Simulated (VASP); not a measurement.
Ni:

```
CELL_PARAMETERS angstrom
2.36993 0.00000 0.00000
-1.18496 2.05242 0.00000
0.00000 0.00000 2.21440
ATOMIC_POSITIONS crystal
Ni 0.00000 0.00000 0.00000
```

| Property | Result |
| --- | --- |
| Program | VASP 6.6.1 |
| Task | relaxation of cell and atoms |
| Functional | r2SCAN |
| Potentials or basis | VASP PAW PBE potentials, release 64 (Ni) |
| Cutoff | 600 eV |
| k mesh | 9 × 9 × 8 |
| Occupations | gaussian, width 0.1 eV |
| Spin | collinear spin, ferromagnetic start |
| Starting moments | [0.84] μB |

At the start: pressure 12.5 GPa; volume 10.77 Å³/atom.

How do energy, volume and symmetry change on relaxing?

Over 6 steps the energy falls by 45.6 meV/atom and the volume is 11.45 Å³/atom (+6.3 %); space group P6/mmm (No. 191, to 0.05 Å); moment 0.71 μB per cell.

The path:
| step | energy change (eV) | largest force (eV/Å) | pressure (GPa) | volume (Å³) |
| --- | --- | --- | --- | --- |
| 1 | 0.0000 | 0.0000 | 12.51 | 10.77 |
| 2 | -0.0267 | 0.0000 | -8.45 | 12.12 |
| 3 | -0.0443 | 0.0000 | -1.65 | 11.55 |
| 4 | -0.0443 | 0.0000 | -1.41 | 11.54 |
| 5 | -0.0454 | 0.0000 | 1.09 | 11.41 |
| 6 | -0.0456 | 0.0000 | 0.19 | 11.45 |

Final structure:
```xyz
1
Lattice="2.3814 0.0000 0.0000 -1.1907 2.0623 0.0000 0.0000 0.0000 2.3314" Properties=species:S:1:pos:R:3 pbc="T T T"
Ni    0.0000    0.0000    0.0000
```

Caveat: the PAW data sets were made with another functional, which shifts forces and pressure a little.
